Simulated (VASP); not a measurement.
Runs of VASP 6.6.1 on GaSi3S2. The structure is that of space group P6/mmm (No. 191), or close to it. The cells are those of the table. 

| task | cell | k mesh | cutoff (eV) | gap on the mesh (eV) | pressure (GPa) | relaxed volume (Å³/atom) |
| --- | --- | --- | --- | --- | --- | --- |
| relaxation of cell and atoms | relaxed from a = 8.131, b = 8.131, c = 2.493 Å, angles 90.0, 90.0, 120.0°, 6 atoms | 3 × 3 × 8 | 600 | none | 0.0 | 23.70 |
| single point | a = 8.185, b = 8.185, c = 2.408 Å, angles 90.0, 90.0, 120.0°, 6 atoms | 6 × 6 × 16 | 520 | none | 0.0 | - |
| single point | a = 8.305, b = 8.305, c = 2.378 Å, angles 90.0, 90.0, 120.0°, 6 atoms | 3 × 3 × 8 | 520 | none | 0.0 | - |
| relaxation of cell and atoms | relaxed from a = 5.384, b = 5.384, c = 4.562 Å, angles 90.0, 90.0, 120.0°, 6 atoms | 6 × 6 × 4 | 600 | none | 0.0 | 23.68 |
| single point | a = 8.131, b = 8.131, c = 2.493 Å, angles 90.0, 90.0, 120.0°, 6 atoms | 6 × 6 × 4 | 520 | none | 0.0 | - |
| single point | a = 5.384, b = 5.384, c = 4.562 Å, angles 90.0, 90.0, 120.0°, 6 atoms | 6 × 6 × 4 | 520 | none | 143.6 | - |
| relaxation of cell and atoms | relaxed from a = 8.305, b = 8.305, c = 2.378 Å, angles 90.0, 90.0, 120.0°, 6 atoms | 6 × 6 × 16 | 600 | none | 0.0 | (a) |

Alike in all rows: level PBE; potentials or basis VASP PAW PBE potentials, release 64 (Ga_d, Si, S); no spin polarisation; smearing gaussian 0.1 eV.

Q: Estimate the missing entries.

A: (a) 23.28.

Caveats: some runs use coarse meshes; the volume moved by over 15 % at a fixed basis, so the end points are rough (some runs).

A k mesh can miss the band edges, and the runs leave out spin-orbit coupling on Ga.

A gap of «none» marks levels without a gap at the run's occupations.
